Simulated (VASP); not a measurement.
# GeF5 (P6/mmm) in VASP: a series of runs

GeF5 is run at these levels: PBE; tasks: single point.

Program: VASP 6.6.1. These are calculated values, not measurements. Logs are shortened: lines on timing, memory, paths and dates and some standing lists are left out, and cuts for length are marked.

**1. The cell of the first run**

The structure is hexagonal, space group P6/mmm (No. 191). The conventional cell has a = 6.389 Å, b = 6.389 Å, c = 3.048 Å, α = 90.00°, β = 90.00°, γ = 120.00°. Within 4.0 Å of Ge (site symmetry 6/mmm) lie 2 Ge at 3.05 Å and 24 F at 3.54 to 3.99 Å. F (site symmetry mmm) has 2 F at 1.84 Å within 2.4 Å. F (site symmetry -6m2) has 3 F at 1.84 Å within 2.4 Å.

The cell was built from a structure type or drawn by symmetry, and may not be a known phase.

**2. Single point, PBE**

Input file INCAR:

```
PREC = Accurate
ENCUT = 520
EDIFF = 1E-6
ISMEAR = 0
SIGMA = 0.1
LREAL = False
LASPH = True
NELM = 60
ALGO = Normal
ISIF = 2
LWAVE = False
LCHARG = False
GGA = PE
NBANDS = 34
```

Input file KPOINTS:

```
Automatic mesh
0
Gamma
  3 3 6
```

Input file POSCAR:

```
GeF5
1.0
    6.3887615494      0.0000000000      0.0000000000
   -3.1943807747      5.5328298005      0.0000000000
    0.0000000000      0.0000000000      3.0478543955
Ge F
1 5
Direct
    0.0000000000      0.0000000000      0.5000000000
    0.5000000000      0.0000000000      0.0000000000
    0.0000000000      0.5000000000      0.0000000000
    0.5000000000      0.5000000000      0.0000000000
    0.3333333333      0.6666666667      0.0000000000
    0.6666666667      0.3333333333      0.0000000000
```

Potentials or basis: VASP PAW PBE potentials, release 64 (Ge_d, F).

Run with:

```
cat potpaw_PBE.64/Ge_d/POTCAR potpaw_PBE.64/F/POTCAR > POTCAR
mpirun -np 1 vasp_std > vasp.out
```

OUTCAR:

```text
PREC = Accurate
   ENCUT = 520
   EDIFF = 1E-6
   ISMEAR = 0
   LREAL = False
   LASPH = True
   NELM = 60
   ISIF = 2
   GGA = PE

 ion  position               nearest neighbor table
   1  0.000  0.000  0.500-
   2  0.500  0.000  0.000-   5 1.84   6 1.84
   3  0.000  0.500  0.000-   5 1.84   6 1.84
   4  0.500  0.500  0.000-   5 1.84   6 1.84
   5  0.333  0.667  0.000-   2 1.84   3 1.84   4 1.84
   6  0.667  0.333  0.000-   2 1.84   3 1.84   4 1.84

  LATTYP: Found a hexagonal cell.
 ALAT       =     6.3887615494
 C/A-ratio  =     0.4770649792

  Lattice vectors:

 A1 = (   6.3887615494,   0.0000000000,   0.0000000000)
 A2 = (  -3.1943807747,   5.5328298005,   0.0000000000)
 A3 = (   0.0000000000,   0.0000000000,   3.0478543955)

Analysis of symmetry for initial positions (statically):
=====================================================================
 Subroutine PRICEL returns:
 Original cell was already a primitive cell.

 Routine SETGRP: Setting up the symmetry group for a
 hexagonal supercell.

 Subroutine GETGRP returns: Found 24 space group operations
 (whereof 24 operations were pure point group operations)
 out of a pool of 24 trial point group operations.

The static configuration has the point symmetry D_6h.

Analysis of symmetry for dynamics (positions and initial velocities):
=====================================================================
 Subroutine PRICEL returns:
 Original cell was already a primitive cell.

 Routine SETGRP: Setting up the symmetry group for a
 hexagonal supercell.

 Subroutine GETGRP returns: Found 24 space group operations
 (whereof 24 operations were pure point group operations)
 out of a pool of 24 trial point group operations.

The dynamic configuration has the point symmetry D_6h.

 Subroutine INISYM returns: Found 24 space group operations
 (whereof 24 operations are pure point group operations),
 and found     1 'primitive' translations

----------------------------------------------------------------------------------------

                                     Primitive cell

  volume of cell :     107.7353
[... 80 lines left out ...]
   LSORBIT =      F    spin-orbit coupling
   LASPH  =      T    aspherical Exc in radial PAW
   ENCUT  =  520.0 eV  38.22 Ry    6.18 a.u.  11.88 11.88  5.67*2*pi/ulx,y,z
   NELM   =     60;   NELMIN=  2; NELMDL= -5     # of ELM steps
   EDIFF  = 0.1E-05   stopping-criterion for ELM
   LREAL  =      F    real-space projection
   EDIFFG = 0.1E-04   stopping-criterion for IOM
   NSW    =      0    number of steps for IOM
   IBRION =     -1    ionic relax: 0-MD 1-quasi-New 2-CG
   NFREE  =      0    steps in history (QN), initial steepest desc. (CG)
   ISIF   =      2    stress and relaxation
   ISYM   =      2    0-nonsym 1-usesym 2-fastsym
   POTIM  = 0.5000    time-step for ionic-motion
   TEBEG  =    0.0;   TEEND  =   0.0 temperature during run
   PSTRESS=    0.0 pullay stress
   NELECT =      49.0000    total number of electrons
   NUPDOWN=      -1.0000    fix difference up-down
   EMIN   =  10.00;   EMAX   =-10.00  energy-range for DOS
   EFERMI =   0.00;   METHOD = LEGACY
   ISMEAR =     0;   SIGMA  =   0.10  broadening in eV -4-tet -1-fermi 0-gaus
   EFERMI_NEDOS =   21; number of points for ismear=-14 and -15
   IALGO  =     38    algorithm
   IMIX   =      4    mixing-type and parameters
     AMIX     =   0.40;   BMIX     =  1.00
     AMIX_MAG =   1.60;   BMIX_MAG =  1.00
  volume/ion in A,a.u.               =      17.96       121.17
  Fermi-wavevector in a.u.,A,eV,Ry     =   1.258986  2.379138 21.565846  1.585045
  Thomas-Fermi vector in A             =   2.392568
   LORBIT       =      0    0 simple, 1 ext, 2 COOP (PROOUT), +10 PAW based schemes
   GGA     = PE    functional components
   LHFCALC =     F    Hartree Fock is set to
   AEXX    =    0.0000 exact exchange contribution
   IVDW    =     0    specifies the selected vdW correction
   LEPSILON=     F    determine dielectric tensor
   LRPA    =     F    only Hartree local field effects (RPA)
 non-spin polarized calculation
 Gauss-broadening in eV      SIGMA  =   0.10
  energy-cutoff  :      520.00
  volume of cell :      107.74
 maximum number of plane-waves:      2928
 NGX is ok and might be reduce to    48
   NGX = 23   NGY = 23   NGZ = 11

 number of electron      49.0000041 magnetization

 Free energy of the ion-electron system (eV)
  ---------------------------------------------------
  ext. energy  EPLUGINS =         0.00000000
  ---------------------------------------------------
  free energy    TOTEN  =       -12.66647114 eV

  energy without entropy =      -12.63627498  energy(sigma->0) =      -12.65137306

 E-fermi :  -1.5617     XC(G=0):  -7.9801

 val. band max:       -1.5962912637   @ k =   0.3333   0.3333   0.1667
 cond. band min:      -1.5524585895   @ k =   0.3333   0.3333   0.3333
 fundamental gap:      0.0438326742
 Fermi energy:        -1.5616668355

 k-point     1 :       0.0000    0.0000    0.0000
  band No.  band energies     occupation
      1     -27.6537      2.00000
      2     -27.6537      2.00000
      3     -27.3876      2.00000
      4     -27.3876      2.00000
      5     -27.3445      2.00000
      6     -25.0838      2.00000
[... 433 lines left out ...]
     33      10.2049      0.00000
     34      10.2049      0.00000

------------------------ aborting loop because EDIFF is reached ----------------------------------------

  FORCE on cell =-STRESS in cart. coord.  units (eV):
  Direction    XX          YY          ZZ          XY          YZ          ZX
  --------------------------------------------------------------------------------------
  -------------------------------------------------------------------------------------
  Total       -0.1394633     -0.1394633     -0.1738928      0.0000000     -0.0000000      0.0000000
  in kB       -2.0740175     -2.0740175     -2.5860324      0.0000000     -0.0000000      0.0000000
  external PRESSURE =      -2.2446891 kB  Pullay stress =       0.0000000 kB

 VOLUME and BASIS-vectors are now :
 -----------------------------------------------------------------------------
  energy-cutoff  :      520.00
  volume of cell :      107.74
      direct lattice vectors                 reciprocal lattice vectors
     6.388761549  0.000000000  0.000000000     0.156524859  0.090369669  0.000000000
    -3.194380775  5.532829801  0.000000000     0.000000000  0.180739339  0.000000000
     0.000000000  0.000000000  3.047854395     0.000000000  0.000000000  0.328099663

 POSITION                                       TOTAL-FORCE (eV/Angst)
 -----------------------------------------------------------------------------------
      0.00000      0.00000      1.52393        -0.000000      0.000000      0.000000
      3.19438      0.00000      0.00000        -0.000000      0.000000      0.000000
     -1.59719      2.76641      0.00000        -0.000000      0.000000      0.000000
      1.59719      2.76641      0.00000        -0.000000      0.000000      0.000000
     -0.00000      3.68855      0.00000        -0.000000      0.000000      0.000000
      3.19438      1.84428      0.00000         0.000000     -0.000000      0.000000
 -----------------------------------------------------------------------------------
    total drift:                               -0.000000      0.000000      0.000000

  FREE ENERGIE OF THE ION-ELECTRON SYSTEM (eV)
  ---------------------------------------------------
  free  energy   TOTEN  =       -12.6664711418 eV

  energy  without entropy=      -12.6362749756  energy(sigma->0) =      -12.65137306
```

Run time: 62 s. Hardware: 1 thread of Intel Xeon 8259CL, shared host; peak memory 0.23 GiB.

What came out:

| Item | Value |
| --- | --- |
| Free energy | -12.6665 eV |
| Pressure | -0.2 GPa |
| Band gap on the k mesh | zero (an odd number of electrons rules out a gap without spin polarisation) |

Levels at points of the mesh, in eV from the Fermi level:
| k point | band 21 | band 22 | band 23 | band 24 | band 25 | band 26 | band 27 | band 28 |
| --- | --- | --- | --- | --- | --- | --- | --- | --- |
| (0.00, 0.00, 0.00) | -2.24 | -1.86 | -1.86 | -0.85 | 0.78 | 0.78 | 1.09 | 1.09 |
| (0.00, 0.00, 0.50) | -2.65 | -2.28 | -2.15 | -1.89 | -1.27 | 1.07 | 1.07 | 2.09 |

Caveat: the k points lie up to 0.38 Å⁻¹ apart, too coarse for converged energies and pressures of a metal; an odd number of electrons without spin polarisation forces a metal; a magnetic or distorted state may lie lower.

**3. Single point, PBE**

This run uses another cell than the first one, of 13.24 Å³/atom.

Input file INCAR:

```
SYSTEM = GeF5
PREC = Accurate ; ENCUT = 520
EDIFF = 1E-6 ; ISMEAR = 0
SIGMA = 0.1 ; LREAL = .False.
LASPH = .True. ; NELM = 100
ALGO = Normal ; ISIF = 2
LWAVE = .False. ; LCHARG = .False.
GGA = PE ; NBANDS = 34
```

Input file KPOINTS:

```
regular mesh
0
Gamma
  6 6 4
  0 0 0
```

Input file POSCAR:

```
GeF5
1.0
    4.4094026200      0.0000000000      0.0000000000
   -2.2047013100      3.8186546800      0.0000000000
    0.0000000000      0.0000000000      4.7195485900
Ge F
1 5
Direct
    0.0000000000      0.0000000000      0.5000000000
    0.5000000000      0.0000000000      0.0000000000
    0.0000000000      0.5000000000      0.0000000000
    0.5000000000      0.5000000000      0.0000000000
    0.3333333300      0.6666666700      0.0000000000
    0.6666666700      0.3333333300      0.0000000000
```

Potentials or basis: VASP PAW PBE potentials, release 64 (Ge_d, F).

Run with:

```
cat potpaw_PBE.64/Ge_d/POTCAR potpaw_PBE.64/F/POTCAR > POTCAR
mpirun -np 1 vasp_std > vasp.out
```

Wall time 54 s (1 thread of Intel Xeon 8259CL, shared host); peak memory 0.22 GiB.

It converged, with:

| Item | Value |
| --- | --- |
| Free energy | 18.6643 eV |
| Pressure | 141.3 GPa |
| Band gap on the k mesh | zero (an odd number of electrons rules out a gap without spin polarisation) |

Stress tensor (GPa, compression positive):
```
208.61   0.00   0.00
  0.00 208.61   0.00
  0.00   0.00   6.73
```

Levels at points of the mesh, in eV from the Fermi level:
```tsv
k point	band 21	band 22	band 23	band 24	band 25	band 26	band 27	band 28	band 29	band 30
(0.00, 0.00, 0.00)	-6.28	-6.28	-3.89	-0.92	0.61	1.48	1.48	4.11	4.82	5.25
(0.50, 0.00, 0.00)	-6.91	-5.23	-4.17	-1.61	0.57	0.77	2.37	2.60	4.26	4.63
(0.00, 0.00, 0.50)	-6.28	-6.28	-3.76	-1.35	-0.92	1.30	1.30	5.18	5.25	5.25
(0.50, 0.00, 0.50)	-6.65	-5.25	-4.15	-0.91	-0.27	0.86	2.44	2.60	4.26	5.39
```

Caveat: the cell stands under pressure; an odd number of electrons without spin polarisation forces a metal; a magnetic or distorted state may lie lower.
